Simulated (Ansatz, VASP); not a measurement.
MnS in VASP and in Ansatz

INCAR

```
SYSTEM = MnS
PREC     = Accurate       ! precision mode
ENCUT    = 520            ! plane-wave cutoff, eV
EDIFF    = 1E-6           ! SCF threshold, eV
ISMEAR   = -1             ! smearing method
SIGMA    = 0.05           ! smearing width, eV
LREAL    = .False.        ! projectors in reciprocal space
LASPH    = .True.         ! aspherical terms in the spheres
NELM     = 150            ! most SCF steps
ALGO     = Normal         ! electronic algorithm
ISIF     = 2              ! what is computed and relaxed
LWAVE    = .False.        ! write WAVECAR
LCHARG   = .False.        ! write CHGCAR
ISPIN    = 2              ! spin polarisation
MAGMOM   = 0 0            ! initial moments
LORBIT   = 11             ! projections on sites
NUPDOWN  = 0.0            ! fixed moment
LMAXMIX  = 4              ! l up to which the mixer works
GGA      = PE             ! functional
NBANDS   = 20             ! bands
```

KPOINTS

```
Automatic mesh
0
Gamma
  8 8 8
  0 0 0
```

File POSCAR:

```
MnS
1.0
    0.0000000000      2.4734634191      2.4734634191
    2.4734634191      0.0000000000      2.4734634191
    2.4734634191      2.4734634191      0.0000000000
Mn S
1 1
Direct
    0.0000000000      0.0000000000      0.0000000000
    0.7500000000      0.7500000000      0.7500000000
```

The input input.yaml:

```yaml
crystal:
  lattice:
    - [0.0, 2.4734634191, 2.4734634191]
    - [2.4734634191, 0.0, 2.4734634191]
    - [2.4734634191, 2.4734634191, 0.0]
  atoms:
    - { symbol: Mn, position: [0.0, 0.0, 0.0] }
    - { symbol: S, position: [0.75, 0.75, 0.75] }
hamiltonian:
  xc: pbe
  pseudopotentials: { kind: paw }
magnetization:
  spin_polarized: true
  initial_magnetization: 0.0
  spin_locking: { lock_magnetization: hard }
kpoints:
  mp_grid: { grid: [8, 8, 8] }
scf:
  occupations: { method: fermi_dirac, width: 0.05 }
  lower_state_search: "off"
output:
  forces: true
  stress: true
  eigenvalues: true
```

Alike in both runs: task single point; functional PBE; k mesh 8 × 8 × 8; occupations fermi-dirac, width 0.05 eV; collinear spin; fixed moment 0 μB.

|  | VASP | Ansatz |
| --- | --- | --- |
| version | VASP 6.6.1 | Ansatz 0.2.0 |
| potentials or method | VASP PAW PBE potentials, release 64 (Mn_pv, S) | Ansatz PAW |
| plane-wave cutoff (eV) | 520 | 420 |
| valence electrons in the cell | 19 | 21 |

Ansatz gave:

| Item | Value |
| --- | --- |
| pressure (GPa) | 2.8 |
| net moment per atom (μB) | 0.00 |

Which values does VASP return?

Pressure (GPa): 2.9; net moment per atom (μB): 0.00.

VASP's potentials hold 19 valence electrons a cell and Ansatz's 21, so a difference there can come from the potentials and not from the codes.
